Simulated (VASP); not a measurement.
# C (P6_3/mmc) in VASP: further runs

Runs on C. Level: PBEsol. Tasks: single point.

Program: VASP 6.6.1. These are calculated values, not measurements. Logs are shortened: lines on timing, memory, paths and dates and some standing lists are left out, and cuts for length are marked.

## 1. The cell of the first run

The structure is hexagonal, space group P6_3/mmc (No. 194). Conventional cell: a = 2.489 Å, b = 2.489 Å, c = 4.223 Å, α = 90.00°, β = 90.00°, γ = 120.00°. C (site symmetry 3m) has 4 C at 1.53 to 1.58 Å within 2.0 Å.

## 2. Single point, PBEsol (strained cell)

The input, INCAR:

```
SYSTEM = C
ALGO = Normal
EDIFF = 1E-6
ENCUT = 520
GGA = PS
ISIF = 2
ISMEAR = 0
LASPH = .TRUE.
LCHARG = .TRUE.
LELF = .TRUE.
LREAL = .FALSE.
LVHAR = .TRUE.
LWAVE = .FALSE.
NBANDS = 16
NELM = 100
PREC = Accurate
SIGMA = 0.02
```

The input, KPOINTS:

```
k-points
0
G
  9 9 6
  0 0 0
```

The input, POSCAR:

```
C
1.0
    2.4893572949      0.0000000000      0.0000000000
   -1.2446786474      2.1558466565      0.0000000000
    0.0000000000      0.0000000000      4.2229976381
C
4
Direct
    0.3333333333      0.6666666667     -0.0002046816
    0.6666666667      0.3333333333      0.4997953184
    0.3333333333      0.6666666667      0.3742046816
    0.6666666667      0.3333333333      0.8742046816
```

Potentials or basis: VASP PAW PBE potentials, release 64 (C).

On the command line:

```console
> cat potpaw_PBE.64/C/POTCAR > POTCAR
> mpirun -np 1 vasp_std > vasp.out
```

OUTCAR:

```text
SYSTEM = C
   EDIFF = 1E-6
   ENCUT = 520
   GGA = PS
   ISIF = 2
   ISMEAR = 0
   LASPH = .TRUE.
   LREAL = .FALSE.
   NELM = 100
   PREC = Accurate

 ion  position               nearest neighbor table
   1  0.333  0.667  1.000-   4 1.53   4 1.53   4 1.53   3 1.58
   2  0.667  0.333  0.500-   3 1.53   3 1.53   3 1.53   4 1.58
   3  0.333  0.667  0.374-   2 1.53   2 1.53   2 1.53   1 1.58
   4  0.667  0.333  0.874-   1 1.53   1 1.53   1 1.53   2 1.58

  LATTYP: Found a hexagonal cell.
 ALAT       =     2.4893572949
 C/A-ratio  =     1.6964208580

  Lattice vectors:

 A1 = (   2.4893572949,   0.0000000000,   0.0000000000)
 A2 = (  -1.2446786474,   2.1558466565,   0.0000000000)
 A3 = (   0.0000000000,   0.0000000000,   4.2229976381)

Analysis of symmetry for initial positions (statically):
=====================================================================
 Subroutine PRICEL returns:
 Original cell was already a primitive cell.

 Routine SETGRP: Setting up the symmetry group for a
 hexagonal supercell.

 Subroutine GETGRP returns: Found 24 space group operations
 (whereof  6 operations were pure point group operations)
 out of a pool of 24 trial point group operations.

The static configuration has the point symmetry C_3v.
 The point group associated with its full space group is D_6h.

Analysis of symmetry for dynamics (positions and initial velocities):
=====================================================================
 Subroutine PRICEL returns:
 Original cell was already a primitive cell.

 Routine SETGRP: Setting up the symmetry group for a
 hexagonal supercell.

 Subroutine GETGRP returns: Found 24 space group operations
 (whereof  6 operations were pure point group operations)
 out of a pool of 24 trial point group operations.

The dynamic configuration has the point symmetry C_3v.
 The point group associated with its full space group is D_6h.

 Subroutine INISYM returns: Found 24 space group operations
 (whereof  6 operations are pure point group operations),
 and found     1 'primitive' translations

----------------------------------------------------------------------------------------

                                     Primitive cell

  volume of cell :      22.6634

  direct lattice vectors                    reciprocal lattice vectors
[... 91 lines left out ...]
   EDIFF  = 0.1E-05   stopping-criterion for ELM
   LREAL  =      F    real-space projection
   EDIFFG = 0.1E-04   stopping-criterion for IOM
   NSW    =      0    number of steps for IOM
   IBRION =     -1    ionic relax: 0-MD 1-quasi-New 2-CG
   NFREE  =      0    steps in history (QN), initial steepest desc. (CG)
   ISIF   =      2    stress and relaxation
   ISYM   =      2    0-nonsym 1-usesym 2-fastsym
   POTIM  = 0.5000    time-step for ionic-motion
   TEBEG  =    0.0;   TEEND  =   0.0 temperature during run
   PSTRESS=    0.0 pullay stress
   NELECT =      16.0000    total number of electrons
   NUPDOWN=      -1.0000    fix difference up-down
   EMIN   =  10.00;   EMAX   =-10.00  energy-range for DOS
   EFERMI =   0.00;   METHOD = LEGACY
   ISMEAR =     0;   SIGMA  =   0.02  broadening in eV -4-tet -1-fermi 0-gaus
   EFERMI_NEDOS =   21; number of points for ismear=-14 and -15
   IALGO  =     38    algorithm
   IMIX   =      4    mixing-type and parameters
     AMIX     =   0.40;   BMIX     =  1.00
     AMIX_MAG =   1.60;   BMIX_MAG =  1.00
  volume/ion in A,a.u.               =       5.67        38.24
  Fermi-wavevector in a.u.,A,eV,Ry     =   1.457716  2.754683 28.911499  2.124935
  Thomas-Fermi vector in A             =   2.574485
   LORBIT       =      0    0 simple, 1 ext, 2 COOP (PROOUT), +10 PAW based schemes
   GGA     = PS    functional components
   LHFCALC =     F    Hartree Fock is set to
   AEXX    =    0.0000 exact exchange contribution
   IVDW    =     0    specifies the selected vdW correction
   LEPSILON=     F    determine dielectric tensor
   LRPA    =     F    only Hartree local field effects (RPA)
 non-spin polarized calculation
 Gauss-broadening in eV      SIGMA  =   0.02
  energy-cutoff  :      520.00
  volume of cell :       22.66
 maximum number of plane-waves:       628
 NGX is ok and might be reduce to    20
   NGX =  9   NGY =  9   NGZ = 15

 number of electron      16.0000000 magnetization

 Free energy of the ion-electron system (eV)
  ---------------------------------------------------
  ext. energy  EPLUGINS =         0.00000000
  ---------------------------------------------------
  free energy    TOTEN  =       -38.38228481 eV

  energy without entropy =      -38.38228481  energy(sigma->0) =      -38.38228481

 E-fermi :  10.1142     XC(G=0): -13.4337

 val. band max:       10.0057419015   @ k =   0.0000   0.0000   0.0000
 cond. band min:      13.0550543621   @ k =   0.3333   0.3333   0.0000
 fundamental gap:      3.0493124606
 Fermi energy:        10.1141599205

 k-point     1 :       0.0000    0.0000    0.0000
  band No.  band energies     occupation
      1     -11.8367      2.00000
      2      -6.4725      2.00000
      3      -3.7641      2.00000
      4       7.1016      2.00000
      5       7.1016      2.00000
      6       9.4996      2.00000
[... 433 lines left out ...]
      3      -1.0259      2.00000
      4      -0.5941      2.00000
      5      -0.5941      2.00000
      6       2.3136      2.00000
[... 8 lines left out ...]
     15      25.7182      0.00000
     16      25.7182      0.00000

 [... further k-points ...]

------------------------ aborting loop because EDIFF is reached ----------------------------------------

  FORCE on cell =-STRESS in cart. coord.  units (eV):
  Direction    XX          YY          ZZ          XY          YZ          ZX
  --------------------------------------------------------------------------------------
  -------------------------------------------------------------------------------------
  Total        0.8355313      0.8355313     -2.5450686      0.0000000     -0.0000000      0.0000000
  in kB       59.0673312     59.0673312   -179.9219452      0.0000000     -0.0000000      0.0000000
  external PRESSURE =     -20.5957609 kB  Pullay stress =       0.0000000 kB

 VOLUME and BASIS-vectors are now :
 -----------------------------------------------------------------------------
  energy-cutoff  :      520.00
  volume of cell :       22.66
      direct lattice vectors                 reciprocal lattice vectors
     2.489357295  0.000000000  0.000000000     0.401710113  0.231927442  0.000000000
    -1.244678647  2.155846657  0.000000000     0.000000000  0.463854884  0.000000000
     0.000000000  0.000000000  4.222997638     0.000000000  0.000000000  0.236798617

 POSITION                                       TOTAL-FORCE (eV/Angst)
 -----------------------------------------------------------------------------------
     -0.00000      1.43723      4.22213        -0.000000      0.000000      0.011703
      1.24468      0.71862      2.11063         0.000000     -0.000000      0.011703
     -0.00000      1.43723      1.58027        -0.000000      0.000000     -0.011703
      1.24468      0.71862      3.69176         0.000000     -0.000000     -0.011703
 -----------------------------------------------------------------------------------
    total drift:                               -0.000000      0.000000      0.000007

  FREE ENERGIE OF THE ION-ELECTRON SYSTEM (eV)
  ---------------------------------------------------
  free  energy   TOTEN  =       -38.3822848100 eV

  energy  without entropy=      -38.3822848100  energy(sigma->0) =      -38.38228481
```

OSZICAR:

```text
N       E                     dE             d eps       ncg     rms          rms(c)
DAV:   1     0.164999459061E+02    0.16500E+02   -0.82973E+03  1544   0.973E+02
DAV:   2    -0.380734031035E+02   -0.54573E+02   -0.51036E+02  2168   0.188E+02
DAV:   3    -0.397204973283E+02   -0.16471E+01   -0.16436E+01  1896   0.276E+01
DAV:   4    -0.397263305897E+02   -0.58333E-02   -0.58324E-02  1960   0.206E+00
DAV:   5    -0.397263591905E+02   -0.28601E-04   -0.28598E-04  1872   0.126E-01    0.792E+00
DAV:   6    -0.387292835909E+02    0.99708E+00   -0.59953E-01  1776   0.484E+00    0.467E+00
DAV:   7    -0.383817778778E+02    0.34751E+00   -0.69022E-01  1960   0.536E+00    0.953E-01
DAV:   8    -0.383822277783E+02   -0.44990E-03   -0.13910E-02  1592   0.794E-01    0.419E-02
DAV:   9    -0.383822668086E+02   -0.39030E-04   -0.73088E-05  2088   0.705E-02    0.281E-02
DAV:  10    -0.383822853429E+02   -0.18534E-04   -0.98418E-06  1632   0.255E-02    0.888E-03
DAV:  11    -0.383822848100E+02    0.53283E-06   -0.43129E-07  1592   0.550E-03
   1 F= -.38382285E+02 E0= -.38382285E+02  d E =-.802643E-17
```

Run time: 27 s. Hardware: 1 thread of Intel Xeon 8259CL, shared host; peak memory 0.13 GiB.

What came out:

| Item | Value |
| --- | --- |
| Free energy | -38.3823 eV |
| Pressure | -2.1 GPa |
| Largest force | 0.012 eV/Å |
| Band gap on the k mesh | 3.05 eV (least direct gap 4.77 eV) |

Forces in eV/Å, atoms in the order of the input:
```
C    0.000  0.000  0.012
C    0.000  0.000  0.012
C    0.000  0.000 -0.012
C    0.000  0.000 -0.012
```

Stress tensor (GPa, compression positive):
```
  5.91   0.00   0.00
  0.00   5.91   0.00
  0.00   0.00 -17.99
```

Levels at points of the mesh, in eV from the valence-band top:
| k point | band 5 | band 6 | band 7 | band 8 | band 9 | band 10 | band 11 | band 12 |
| --- | --- | --- | --- | --- | --- | --- | --- | --- |
| (0.00, 0.00, 0.00) | -2.90 | -0.51 | 0.00 | 0.00 | 4.77 | 5.15 | 5.15 | 8.62 |
| (0.00, 0.00, 0.50) | -1.73 | -1.73 | -1.73 | -1.73 | 7.32 | 7.32 | 7.32 | 7.32 |

Caveat: the cell differs from its parent crystal (strained cell); the PAW data sets were made with another functional, which shifts forces and pressure a little; an odd mesh through Γ misses points on the zone boundary, where band edges can lie.

[end of part 1 of 2]
